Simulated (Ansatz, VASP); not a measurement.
## Two plane-wave programs on CuO

Contents of INCAR:

```
PREC = Accurate ; ENCUT = 520
EDIFF = 1E-8 ; ISMEAR = -1
SIGMA = 0.05 ; LREAL = F
LASPH = T ; NELM = 100
ALGO = Normal ; ISIF = 2
LWAVE = F ; LCHARG = F
GGA = PE ; LEFG = T
NBANDS = 16
```

The input KPOINTS:

```
Automatic mesh
0
Gamma
  5 5 5
```

The input POSCAR:

```
CuO
1.0
    0.0000000000      2.2618016073      2.2618016073
    2.2618016073      0.0000000000      2.2618016073
    2.2618016073      2.2618016073      0.0000000000
Cu O
1 1
Direct
    0.0000000000      0.0000000000      0.0000000000
    0.2500000000      0.2500000000      0.2500000000
```

Input for Ansatz:

```yaml
crystal:
  lattice:
    - [0.0, 2.2618016073, 2.2618016073]
    - [2.2618016073, 0.0, 2.2618016073]
    - [2.2618016073, 2.2618016073, 0.0]
  atoms:
    - { symbol: Cu, position: [0.0, 0.0, 0.0] }
    - { symbol: O, position: [0.25, 0.25, 0.25] }
kpoints:
  mp_grid: { grid: [5, 5, 5] }
scf:
  occupations: { method: fermi_dirac, width: 0.05 }
hamiltonian:
  xc: pbe
  pseudopotentials: { kind: paw }
output:
  forces: true
  stress: true
  eigenvalues: true
  efg: { contact_densities: true }
```

Alike in both runs: task electric field gradients; functional PBE; k mesh 5 × 5 × 5; occupations fermi-dirac, width 0.05 eV; no spin polarisation.

```csv
,VASP,Ansatz
version,VASP 6.6.1,Ansatz 0.2.0
potentials or method,"VASP PAW PBE potentials, release 64 (Cu, O)","PAW with Ansatz's default frozen-core files, scalar-relativistic"
plane-wave cutoff (eV),520,420
valence electrons in the cell,17,25
```

VASP gave:

| Property | Result |
| --- | --- |
| pressure (GPa) | 0.7 |

Question: Which values does Ansatz return?

Answer: Pressure (GPa): 0.0.

VASP's potentials hold 17 valence electrons a cell and Ansatz's 25, so a difference there can come from the potentials and not from the codes.

The k mesh is coarse, so the values compare programs but aren't converged.
